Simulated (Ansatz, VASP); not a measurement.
**VBiO4 in VASP and in Ansatz**

```
CELL_PARAMETERS angstrom
-2.57350 2.57350 5.86080
2.57350 -2.57350 5.86080
2.57350 2.57350 -5.86080
ATOMIC_POSITIONS crystal
V 0.75000 0.25000 0.50000
V 0.00000 0.00000 0.00000
Bi 0.25000 0.75000 0.50000
Bi 0.50000 0.50000 0.00000
O 0.07762 0.46791 0.88843
O 0.21791 0.82948 0.89029
O 0.57948 0.18919 0.11157
O 0.93919 0.32762 0.10971
O 0.67238 0.78209 0.61157
O 0.53209 0.42052 0.60971
O 0.17052 0.06081 0.38843
O 0.81081 0.92238 0.39029
```

Alike in both runs: functional PBE; k mesh 6 × 6 × 6; occupations fermi-dirac, width 0.02 eV; no spin polarisation.

Ansatz relaxed the structure, and its values are those at the end. VASP's run is a single point on that final structure, the one shown.

```csv
,VASP,Ansatz
version,VASP 6.6.1,Ansatz 0.2.0
potentials or method,"VASP PAW PBE potentials, release 64 (V_sv, Bi_d, O)","plane-wave PAW, scalar-relativistic"
plane-wave cutoff (eV),520,420
valence electrons in the cell,104,104
```

Ansatz gave:

| Quantity | Value |
| --- | --- |
| gap on the k mesh at the Fermi level (eV) | 2.20 |
| pressure (GPa) | 1.6 |
| rms of the force components (eV/Å) | 0.003 |

Question: Estimate VASP's values.

Answer: gap on the k mesh at the Fermi level (eV): 2.19; pressure (GPa): 2.1; rms of the force components (eV/Å): 0.063.

Ansatz's warnings: stress scf threshold loose.

Spin-orbit coupling is off throughout.
